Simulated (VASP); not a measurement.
# CoO: single point with PBE+U

The system is CoO.

```
CELL_PARAMETERS angstrom
2.66125 0.00000 0.00000
0.00000 2.66125 0.00000
0.00000 0.00000 2.66125
ATOMIC_POSITIONS crystal
Co 0.00000 0.00000 0.00000
O 0.50000 0.50000 0.50000
```

* Program: VASP 6.6.1
* Task: single point
* Functional: PBE
* Potentials or basis: VASP PAW PBE potentials, release 64 (Co_sv, O)
* Cutoff: 700 eV
* k mesh: 10 × 10 × 10
* Occupations: gaussian, width 0.02 eV
* Spin: no spin polarisation
* Hubbard terms: Co d U = 3.32 eV

- Pressure: -20.5 GPa
- Band gap on the k mesh: zero (an odd number of electrons rules out a gap without spin polarisation)

Levels at points of the mesh, in eV from the Fermi level:
```tsv
k point	band 9	band 10	band 11	band 12	band 13	band 14
(0.00, 0.00, 0.00)	-2.67	-2.67	-0.06	-0.06	-0.06	0.93
(0.50, 0.00, 0.00)	-2.79	-0.60	0.02	0.95	0.95	6.32
(0.50, 0.50, 0.00)	-1.86	-0.93	-0.67	-0.67	-0.45	6.28
(0.50, 0.50, 0.50)	-0.42	-0.42	1.24	1.24	1.24	7.28
```

Eigenvalues of the final occupation matrices:
```
    site  spin  trace               eigenvalues
site 1 d     1   3.44  0.56 0.56 0.56 0.88 0.88
site 1 d     2   3.44  0.56 0.56 0.56 0.88 0.88
```

Run time: 33 s on 1 thread of Intel(R) Xeon(R) Platinum 8259CL CPU @ 2.50GHz (Skylake/Cascade Lake) (shared host), peak memory 0.15 GiB.

Caveat: the cell stands under tension; an odd number of electrons without spin polarisation forces a metal; a magnetic or distorted state may lie lower; the run has no spin polarisation, though such a crystal can be magnetic; U without spin polarisation on a metal has little footing. Spin polarisation is off, so any magnetic state and its effect on volume and gap are missing.
